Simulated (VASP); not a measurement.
# AgCl (Fm-3m) in VASP: notebook

The runs below take AgCl through single point, with PBE.

Everything below comes from runs of VASP 6.6.1. Logs are shortened: lines on timing, memory, paths and dates and some standing lists are left out, and cuts for length are marked.

### 1 The cell of the first run

The structure is cubic, space group Fm-3m (No. 225). Conventional cell: a = 5.471 Å, b = 5.471 Å, c = 5.471 Å, α = 90.00°, β = 90.00°, γ = 90.00°. Within 3.6 Å of Ag (site symmetry m-3m) lie 6 Cl at 2.74 Å. Cl (site symmetry m-3m) has 6 Ag at 2.74 Å within 3.6 Å.

### 2 Single point, PBE (20.47 Å³/atom)

Input file INCAR:

```
SYSTEM = AgCl
PREC = Accurate
ENCUT = 520
EDIFF = 1E-6
ISMEAR = -1
SIGMA = 0.01
LREAL = .FALSE.
LASPH = .TRUE.
NELM = 100
ALGO = Normal
ISIF = 2
LWAVE = .FALSE.
LCHARG = .TRUE.
GGA = PE
LELF = .TRUE.
LVHAR = .TRUE.
NBANDS = 16
```

Input file KPOINTS:

```
regular mesh
0
G
  9 9 9
  0 0 0
```

Input file POSCAR:

```
AgCl
1.0
    0.0000000000      2.7356704056      2.7356704056
    2.7356704056      0.0000000000      2.7356704056
    2.7356704056      2.7356704056      0.0000000000
Ag Cl
1 1
Direct
    0.5000000000      0.5000000000      0.5000000000
    0.0000000000      0.0000000000      0.0000000000
```

Potentials or basis: VASP PAW PBE potentials, release 64 (Ag, Cl).

Run with:

```sh
> cat potpaw_PBE.64/Ag/POTCAR potpaw_PBE.64/Cl/POTCAR > POTCAR
> mpirun -np 1 vasp_std > vasp.out
```

OUTCAR:

```text
SYSTEM = AgCl
   PREC = Accurate
   ENCUT = 520
   EDIFF = 1E-6
   ISMEAR = -1
   LREAL = .FALSE.
   LASPH = .TRUE.
   NELM = 100
   ISIF = 2
   GGA = PE

 ion  position               nearest neighbor table
   1  0.500  0.500  0.500-   2 2.74   2 2.74   2 2.74   2 2.74   2 2.74   2 2.74
   2  0.000  0.000  0.000-   1 2.74   1 2.74   1 2.74   1 2.74   1 2.74   1 2.74

  LATTYP: Found a face centered cubic cell.
 ALAT       =     5.4713408112

  Lattice vectors:

 A1 = (   0.0000000000,   2.7356704056,   2.7356704056)
 A2 = (   2.7356704056,   0.0000000000,   2.7356704056)
 A3 = (   2.7356704056,   2.7356704056,   0.0000000000)

Analysis of symmetry for initial positions (statically):
=====================================================================
 Subroutine PRICEL returns:
 Original cell was already a primitive cell.

 Routine SETGRP: Setting up the symmetry group for a
 face centered cubic supercell.

 Subroutine GETGRP returns: Found 48 space group operations
 (whereof 48 operations were pure point group operations)
 out of a pool of 48 trial point group operations.

The static configuration has the point symmetry O_h .

Analysis of symmetry for dynamics (positions and initial velocities):
=====================================================================
 Subroutine PRICEL returns:
 Original cell was already a primitive cell.

 Routine SETGRP: Setting up the symmetry group for a
 face centered cubic supercell.

 Subroutine GETGRP returns: Found 48 space group operations
 (whereof 48 operations were pure point group operations)
 out of a pool of 48 trial point group operations.

The dynamic configuration has the point symmetry O_h .

 Subroutine INISYM returns: Found 48 space group operations
 (whereof 48 operations are pure point group operations),
 and found     1 'primitive' translations

----------------------------------------------------------------------------------------

                                     Primitive cell

  volume of cell :      40.9469

  direct lattice vectors                    reciprocal lattice vectors
     0.000000000  2.735670406  2.735670406    -0.182770556  0.182770556  0.182770556
     2.735670406  0.000000000  2.735670406     0.182770556 -0.182770556  0.182770556
     2.735670406  2.735670406  0.000000000     0.182770556  0.182770556 -0.182770556

  length of vectors
     3.868822190  3.868822190  3.868822190     0.316567888  0.316567888  0.316567888

  position of ions in fractional coordinates (direct lattice)
     0.500000000  0.500000000  0.500000000
     0.000000000  0.000000000  0.000000000

  ion indices of the primitive-cell ions
   primitive index   ion index
                 1           1
                 2           2

----------------------------------------------------------------------------------------

 KPOINTS: regular mesh

Automatic generation of k-mesh.
 Grid dimensions read from file:
 generate k-points for:    9    9    9

 Generating k-lattice:

  Cartesian coordinates                     Fractional coordinates (reciprocal lattice)
    -0.020307840  0.020307840  0.020307840     0.111111111  0.000000000  0.000000000
     0.020307840 -0.020307840  0.020307840     0.000000000  0.111111111  0.000000000
     0.020307840  0.020307840 -0.020307840     0.000000000  0.000000000  0.111111111

  Length of vectors
     0.035174210  0.035174210  0.035174210

  Shift w.r.t. Gamma in fractional coordinates (k-lattice)
     0.000000000  0.000000000  0.000000000

 Subroutine IBZKPT returns following result:
 ===========================================

 Found     35 irreducible k-points:

 Following reciprocal coordinates:
            Coordinates               Weight
  0.000000  0.000000  0.000000      1.000000
  0.111111  0.000000  0.000000      8.000000
  0.222222  0.000000  0.000000      8.000000
  0.333333  0.000000  0.000000      8.000000
  0.444444  0.000000  0.000000      8.000000
  0.111111  0.111111  0.000000      6.000000
[... 16 lines left out ...]
 -0.333333  0.333333  0.000000     12.000000
  0.444444  0.444444  0.000000      6.000000
 [... further k-points ...]
   k-points           NKPTS =     35   k-points in BZ     NKDIM =     35   number of bands    NBANDS=     16
   number of dos      NEDOS =    301   number of ions     NIONS =      2
   total plane-waves  NPLWV =  27000
   dimension x,y,z NGX =    30 NGY =   30 NGZ =   30
   dimension x,y,z NGXF=    60 NGYF=   60 NGZF=   60
   ions per type =               1   1
   NGX,Y,Z   is equivalent  to a cutoff of  12.89, 12.89, 12.89 a.u.
   NGXF,Y,Z  is equivalent  to a cutoff of  25.78, 25.78, 25.78 a.u.
 SYSTEM =  AgCl
   PREC   = accura    normal or accurate (medium, high low for compatibility)
   ISTART =      0    job   : 0-new  1-cont  2-samecut
   ICHARG =      2    charge: 1-file 2-atom 10-const
   ISPIN  =      1    spin polarized calculation?
   LNONCOLLINEAR =      F non collinear calculations
   LSORBIT =      F    spin-orbit coupling
   LASPH  =      T    aspherical Exc in radial PAW
   ENCUT  =  520.0 eV  38.22 Ry    6.18 a.u.   7.19  7.19  7.19*2*pi/ulx,y,z
   NELM   =    100;   NELMIN=  2; NELMDL= -5     # of ELM steps
   EDIFF  = 0.1E-05   stopping-criterion for ELM
   LREAL  =      F    real-space projection
   EDIFFG = 0.1E-04   stopping-criterion for IOM
   NSW    =      0    number of steps for IOM
   IBRION =     -1    ionic relax: 0-MD 1-quasi-New 2-CG
   NFREE  =      0    steps in history (QN), initial steepest desc. (CG)
   ISIF   =      2    stress and relaxation
   ISYM   =      2    0-nonsym 1-usesym 2-fastsym
   POTIM  = 0.5000    time-step for ionic-motion
   TEBEG  =    0.0;   TEEND  =   0.0 temperature during run
   PSTRESS=    0.0 pullay stress
   NELECT =      18.0000    total number of electrons
   NUPDOWN=      -1.0000    fix difference up-down
   EMIN   =  10.00;   EMAX   =-10.00  energy-range for DOS
   EFERMI =   0.00;   METHOD = LEGACY
   ISMEAR =    -1;   SIGMA  =   0.01  broadening in eV -4-tet -1-fermi 0-gaus
   EFERMI_NEDOS =   21; number of points for ismear=-14 and -15
   IALGO  =     38    algorithm
   IMIX   =      4    mixing-type and parameters
     AMIX     =   0.40;   BMIX     =  1.00
     AMIX_MAG =   1.60;   BMIX_MAG =  1.00
  volume/ion in A,a.u.               =      20.47       138.16
  Fermi-wavevector in a.u.,A,eV,Ry     =   1.244778  2.352289 21.081849  1.549472
  Thomas-Fermi vector in A             =   2.379030
   LORBIT       =      0    0 simple, 1 ext, 2 COOP (PROOUT), +10 PAW based schemes
   GGA     = PE    functional components
   LHFCALC =     F    Hartree Fock is set to
   AEXX    =    0.0000 exact exchange contribution
   IVDW    =     0    specifies the selected vdW correction
   LEPSILON=     F    determine dielectric tensor
   LRPA    =     F    only Hartree local field effects (RPA)
 non-spin polarized calculation
  energy-cutoff  :      520.00
  volume of cell :       40.95
 maximum number of plane-waves:      1118
 NGX is ok and might be reduce to    30
   NGX = 15   NGY = 15   NGZ = 15

 number of electron      18.0000002 magnetization

 Free energy of the ion-electron system (eV)
  ---------------------------------------------------
  ext. energy  EPLUGINS =         0.00000000
  ---------------------------------------------------
  free energy    TOTEN  =        -5.36637507 eV

  energy without entropy =       -5.36637507  energy(sigma->0) =       -5.36637507

 E-fermi :   4.5320     XC(G=0): -10.1811

 val. band max:        4.2975303031   @ k =   0.4444   0.0000   0.0000
 cond. band min:       5.2496636880   @ k =   0.0000   0.0000   0.0000
 fundamental gap:      0.9521333850
 Fermi energy:         4.5320442448

 k-point     1 :       0.0000    0.0000    0.0000
  band No.  band energies     occupation
      1     -11.0830      2.00000
      2       1.7360      2.00000
      3       1.7360      2.00000
      4       1.7360      2.00000
      5       1.7794      2.00000
      6       1.7794      2.00000
[... 8 lines left out ...]
     15      17.9096      0.00000
     16      17.9096      0.00000

 k-point     2 :       0.1111    0.0000    0.0000
  band No.  band energies     occupation
      1     -11.0297      2.00000
      2       1.0938      2.00000
      3       1.1197      2.00000
      4       1.1197      2.00000
      5       1.7847      2.00000
      6       1.7847      2.00000
[... 8 lines left out ...]
     15      16.5569      0.00000
     16      17.1851      0.00000

 k-point     3 :       0.2222    0.0000    0.0000
  band No.  band energies     occupation
      1     -10.8895      2.00000
      2       0.1210      2.00000
      3       0.5511      2.00000
      4       0.5511      2.00000
      5       1.9003      2.00000
      6       1.9003      2.00000
[... 8 lines left out ...]
     15      16.5121      0.00000
     16      17.0933      0.00000

 k-point     4 :       0.3333    0.0000    0.0000
  band No.  band energies     occupation
      1     -10.7203      2.00000
      2      -0.7094      2.00000
      3       0.1494      2.00000
      4       0.1494      2.00000
      5       2.0370      2.00000
      6       2.0370      2.00000
[... 8 lines left out ...]
     15      17.1853      0.00000
     16      17.2416      0.00000
[... 324 lines left out ...]
 k-point    22 :      -0.4444    0.3333    0.0000
  band No.  band energies     occupation
      1     -10.5558      2.00000
      2      -0.3054      2.00000
      3       0.0575      2.00000
      4       0.3872      2.00000
      5       1.8298      2.00000
      6       2.2182      2.00000
[... 8 lines left out ...]
     15      18.4484      0.00000
     16      20.0422      0.00000

 k-point    23 :      -0.3333    0.3333    0.0000
  band No.  band energies     occupation
      1     -10.5471      2.00000
      2      -0.5189      2.00000
      3      -0.0033      2.00000
      4       0.1133      2.00000
      5       2.0200      2.00000
      6       2.1589      2.00000
[... 8 lines left out ...]
     15      17.4016      0.00000
     16      20.7915      0.00000

 k-point    24 :       0.4444    0.4444    0.0000
  band No.  band energies     occupation
      1     -10.5855      2.00000
      2      -0.3467      2.00000
      3       1.0567      2.00000
      4       1.0567      2.00000
      5       1.3844      2.00000
      6       1.9809      2.00000
[... 8 lines left out ...]
     15      19.7787      0.00000
     16      19.7792      0.00000

 [... further k-points ...]

------------------------ aborting loop because EDIFF is reached ----------------------------------------

  FORCE on cell =-STRESS in cart. coord.  units (eV):
  Direction    XX          YY          ZZ          XY          YZ          ZX
  --------------------------------------------------------------------------------------
  -------------------------------------------------------------------------------------
  Total        0.9522714      0.9522714      0.9522714      0.0000000      0.0000000     -0.0000000
  in kB       37.2606151     37.2606151     37.2606151      0.0000000      0.0000000     -0.0000000
  external PRESSURE =      37.2606151 kB  Pullay stress =       0.0000000 kB

 VOLUME and BASIS-vectors are now :
 -----------------------------------------------------------------------------
  energy-cutoff  :      520.00
  volume of cell :       40.95
      direct lattice vectors                 reciprocal lattice vectors
     0.000000000  2.735670406  2.735670406    -0.182770556  0.182770556  0.182770556
     2.735670406  0.000000000  2.735670406     0.182770556 -0.182770556  0.182770556
     2.735670406  2.735670406  0.000000000     0.182770556  0.182770556 -0.182770556

 POSITION                                       TOTAL-FORCE (eV/Angst)
 -----------------------------------------------------------------------------------
      2.73567      2.73567      2.73567         0.000000     -0.000000      0.000000
      0.00000      0.00000      0.00000        -0.000000      0.000000     -0.000000
 -----------------------------------------------------------------------------------
    total drift:                                0.000000      0.000000      0.000000

  FREE ENERGIE OF THE ION-ELECTRON SYSTEM (eV)
  ---------------------------------------------------
  free  energy   TOTEN  =        -5.3663750708 eV

  energy  without entropy=       -5.3663750708  energy(sigma->0) =       -5.36637507
```

Run time: 27 s. Hardware: 1 thread of Intel Xeon Platinum 8259CL at 2.50GHz (Skylake/Cascade Lake), shared host; peak memory 0.18 GiB.

What came out:

```yaml
Free_energy: -5.3664 eV
Pressure: 3.7 GPa
Band_gap_on_the_k_mesh: 0.95 eV (least direct gap 3.28 eV)
```

Caveat: the cell stands under pressure; an odd mesh through Γ misses points on the zone boundary, where band edges can lie.

(Continued in part 2 of 2.)
